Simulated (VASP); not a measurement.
Input of a VASP 6.6.1 run:

The input INCAR:

```
PREC = Accurate
ENCUT = 520
EDIFF = 1E-6
ISMEAR = 0
SIGMA = 0.01
LREAL = F
LASPH = T
NELM = 80
ALGO = Normal
ISIF = 2
LWAVE = F
LCHARG = T
GGA = CA
LELF = T
LVHAR = T
NBANDS = 16
```

File KPOINTS:

```
regular mesh
0
Gamma
  8 8 4
```

Contents of POSCAR:

```
SiC
1.0
    3.0563618582      0.0000000000      0.0000000000
   -1.5281809291      2.6468870124      0.0000000000
    0.0000000000      0.0000000000      5.0159135136
Si C
2 2
Direct
    0.3333333333      0.6666666667      0.0045956275
    0.6666666667      0.3333333333      0.5045956275
    0.3333333333      0.6666666667      0.3804043725
    0.6666666667      0.3333333333      0.8804043725
```

Potentials or basis: VASP PAW LDA potentials, release 64 (Si, C).

The run is started by

```sh
$ cat potpaw_LDA.64/Si/POTCAR potpaw_LDA.64/C/POTCAR > POTCAR
$ mpirun -np 1 vasp_std > vasp.out
```

Question: Estimate the band gap on the k mesh.

Answer: 2.38 eV, indirect (least direct gap 3.91 eV).

Question: Predict the pressure.

Answer: 0.4 GPa.

A k mesh can miss the band edges. A hybrid or GW would open this gap; LDA tends to underestimate it.
